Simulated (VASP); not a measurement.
A run of VASP 6.6.1 is set up as follows.

Contents of INCAR:

```
SYSTEM = MgF2
PREC = Accurate
ENCUT = 600
EDIFF = 1E-6
ISMEAR = -1
SIGMA = 0.1
LREAL = .FALSE.
LASPH = .TRUE.
NELM = 120
ALGO = Normal
ISIF = 2
LWAVE = .FALSE.
LCHARG = .TRUE.
GGA = CA
LELF = .TRUE.
LVHAR = .TRUE.
NBANDS = 25
GGA_COMPAT = .FALSE.
```

Contents of KPOINTS:

```
Automatic mesh
0
G
  7 7 10
  0 0 0
```

POSCAR

```
MgF2
1.0
    4.2120035401      0.0000000000      0.0000000000
    0.0000000000      4.2120035401      0.0000000000
    0.0000000000      0.0000000000      2.8194433366
Mg F
2 4
Direct
    0.0000000000      0.0000000000      0.0000000000
    0.5000000000      0.5000000000      0.5000000000
    0.3009629877      0.3009629877      0.0000000000
    0.6990370123      0.6990370123      0.0000000000
    0.8009629877      0.1990370123      0.5000000000
    0.1990370123      0.8009629877      0.5000000000
```

Potentials or basis: VASP PAW LDA potentials, release 64 (Mg, F).

Run with:

```bash
$ cat potpaw_LDA.64/Mg/POTCAR potpaw_LDA.64/F/POTCAR > POTCAR
$ mpirun -np 1 vasp_std > vasp.out
```

(1) Estimate the pressure.

(2) Predict the band gap on the k mesh.

Results:

(1) 39.3 GPa.

(2) 8.78 eV, direct.
